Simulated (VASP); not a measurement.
Here is a VASP 6.6.1 calculation.

File INCAR:

```
SYSTEM = CuI
PREC = Accurate ; ENCUT = 600
EDIFF = 1E-6 ; ISMEAR = -1
SIGMA = 0.02 ; LREAL = .FALSE.
LASPH = .TRUE. ; NELM = 60
ALGO = Normal ; ISIF = 3
LWAVE = .FALSE. ; LCHARG = .FALSE.
GGA = PE ; IBRION = 2
NSW = 80 ; EDIFFG = -0.005
```

File KPOINTS:

```
Automatic mesh
0
G
  6 6 6
  0 0 0
```

POSCAR

```
CuI
1.0
    0.0000000000      3.0502569422      3.0502569422
    3.0502569422      0.0000000000      3.0502569422
    3.0502569422      3.0502569422      0.0000000000
Cu I
1 1
Direct
    0.0000000000      0.0000000000      0.0000000000
    0.2500000000      0.2500000000      0.2500000000
```

Potentials or basis: VASP PAW PBE potentials, release 64 (Cu, I).

Run with:

```bash
$ cat potpaw_PBE.64/Cu/POTCAR potpaw_PBE.64/I/POTCAR > POTCAR
$ mpirun -np 1 vasp_std > vasp.out
```

Problem. Predict the relaxed volume.

Solution. 28.12 Å³/atom.

Problem. What does it give for the relaxed cell?

Solution. a = 4.301 Å, b = 4.301 Å, c = 4.301 Å, α = 60.00°, β = 60.00°, γ = 60.00°.

Problem. Predict the space group after relaxing (to 0.1 Å).

Solution. F-43m (No. 216).

Final structure:
```xyz
2
Lattice="0.0000 3.0410 3.0410 3.0410 0.0000 3.0410 3.0410 3.0410 0.0000" Properties=species:S:1:pos:R:3 pbc="T T T"
Cu    3.0410    0.0000    3.0410
I     1.5205    1.5205    1.5205
```
